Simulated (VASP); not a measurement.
## Si: single point with PBE

Si:

```
Si
1.0
     5.43100    0.00000    0.00000
     0.00000    5.43100    0.00000
     0.00000    0.00000    5.43100
Si
8
Direct
  0.01008 0.99987 0.99984
  0.99994 0.49011 0.49992
  0.50015 0.00004 0.51500
  0.50004 0.50003 0.00001
  0.25012 0.26007 0.25001
  0.24980 0.74988 0.73985
  0.76015 0.25018 0.74995
  0.75010 0.74983 0.25014
```

```yaml
Program: VASP 6.6.1
Task: single point
Functional: PBE
Potentials_or_basis: VASP PAW PBE potentials, release 64 (Si)
Cutoff: 500 eV
k_mesh: 1 × 1 × 1
Occupations: gaussian, width 0.01 eV
Spin: no spin polarisation
Dipole_correction: no
Further_INCAR_settings: ALGO = Normal; EDIFF = 1e-06; NBANDS = 26
```

```
Pressure               : 10.8 GPa
Largest force          : 1.177 eV/Å
Band gap on the k mesh : 0.27 eV
```

Forces in eV/Å, atoms in the order of the input:
```
Si   0.164 -0.078  0.026
Si  -0.319  0.844 -0.592
Si   0.313  0.734 -0.865
Si   0.204  0.361 -0.742
Si   0.492 -0.783  0.374
Si  -0.420 -0.922  0.536
Si  -0.228 -0.319  0.949
Si  -0.206  0.163  0.313
```

Stress tensor (GPa, compression positive):
```
10.92  1.47 -1.05
 1.47 10.60 -0.05
-1.05 -0.05 10.80
```

Levels at points of the mesh, in eV from the valence-band top:
| k point | band 13 | band 14 | band 15 | band 16 | band 17 | band 18 | band 19 | band 20 |
| --- | --- | --- | --- | --- | --- | --- | --- | --- |
| (0.00, 0.00, 0.00) | -3.01 | -0.39 | -0.18 | 0.00 | 0.27 | 0.34 | 0.40 | 0.43 |

It took 14 s on 1 thread of Intel Xeon 8259CL, with other jobs on the host, peak memory 0.21 GiB.

Caveat: the k points lie up to 1.16 Å⁻¹ apart; forces of over 1 eV/Å act on the atoms, so gaps and moduli don't describe the material at rest. A k mesh can miss the band edges.
